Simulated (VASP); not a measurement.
# Ga5N: single point with PBE

Ga5N:

```
Ga N
1.0
     0.00000    4.14209    4.14209
     4.14209    0.00000    4.14209
     4.14209    4.14209    0.00000
Ga N
5 1
Cartesian
  3.0070 5.2772 3.0070
  5.2772 5.2772 5.2772
  5.2772 3.0070 3.0070
  3.0070 3.0070 5.2772
  0.0000 0.0000 0.0000
  4.1421 4.1421 4.1421
```

* Program: VASP 6.6.1
* Task: single point
* Functional: PBE
* Potentials or basis: VASP PAW PBE potentials, release 64 (Ga_d, N)
* Cutoff: 520 eV
* k mesh: 4 × 4 × 4
* Occupations: gaussian, width 0.1 eV
* Spin: collinear spin, ferromagnetic start
* Starting moments: [0.0, 0.0, 0.0, 0.0, 0.0, 1.0] μB
* Dipole correction: no
* Further INCAR settings: ALGO = Normal; EDIFF = 1e-07; NBANDS = 48

```json
{
  "Pressure": "0.1 GPa",
  "Band gap on the k mesh": "zero (filled and empty bands overlap)",
  "Net moment": "0.00 μB per cell",
  "Valence electrons inside the program's atomic spheres": "Ga 11.60, 11.40; N 3.69"
}
```

Levels at points of the mesh, in eV from the Fermi level:
Spin up:
| k point | band 33 | band 34 | band 35 | band 36 | band 37 | band 38 |
| --- | --- | --- | --- | --- | --- | --- |
| (0.00, 0.00, 0.00) | -2.79 | -2.79 | 0.38 | 0.38 | 0.57 | 0.57 |
| (0.50, 0.00, 0.00) | -2.62 | -2.44 | 0.33 | 0.33 | 1.95 | 1.95 |
| (0.50, 0.50, 0.00) | -1.88 | -1.88 | -0.63 | 1.83 | 1.83 | 1.85 |
Spin down:
| k point | band 31 | band 32 | band 33 | band 34 | band 35 | band 36 | band 37 | band 38 | band 39 | band 40 |
| --- | --- | --- | --- | --- | --- | --- | --- | --- | --- | --- |
| (0.00, 0.00, 0.00) | -4.13 | -2.79 | -2.79 | -2.79 | 0.38 | 0.38 | 0.57 | 0.57 | 0.57 | 1.69 |
| (0.50, 0.00, 0.00) | -4.58 | -2.62 | -2.62 | -2.44 | 0.33 | 0.33 | 1.95 | 1.95 | 2.00 | 2.58 |
| (0.50, 0.50, 0.00) | -4.90 | -2.53 | -1.88 | -1.88 | -0.63 | 1.83 | 1.83 | 1.85 | 2.34 | 2.93 |

Wall time 3.9 min on 1 thread of Intel(R) Xeon(R) Platinum 8259CL CPU @ 2.50GHz (Skylake/Cascade Lake), with other jobs on the host, peak memory 0.42 GiB.
